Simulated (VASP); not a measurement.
Input of a VASP 6.6.1 run:

Contents of INCAR:

```
ALGO = Normal
EDIFF = 1E-7
ENCUT = 520
GGA = PE
ISIF = 2
ISMEAR = -1
LASPH = T
LCHARG = F
LREAL = F
LWAVE = F
NBANDS = 12
NELM = 100
PREC = Accurate
SIGMA = 0.08
```

File KPOINTS:

```
k-points
0
Gamma
  12 12 12
```

POSCAR

```
Y
1.0
    2.7552714694      0.0000000000      0.0000000000
    0.0000000000      2.7552714694      0.0000000000
    0.0000000000      0.0000000000      2.7552714694
Y
1
Direct
    0.0000000000      0.0000000000      0.0000000000
```

Potentials or basis: VASP PAW PBE potentials, release 64 (Y_sv).

Run with:

```console
$ cat potpaw_PBE.64/Y_sv/POTCAR > POTCAR
$ mpirun -np 1 vasp_std > vasp.out
```

Question: Estimate the pressure.

Answer: 32.1 GPa.
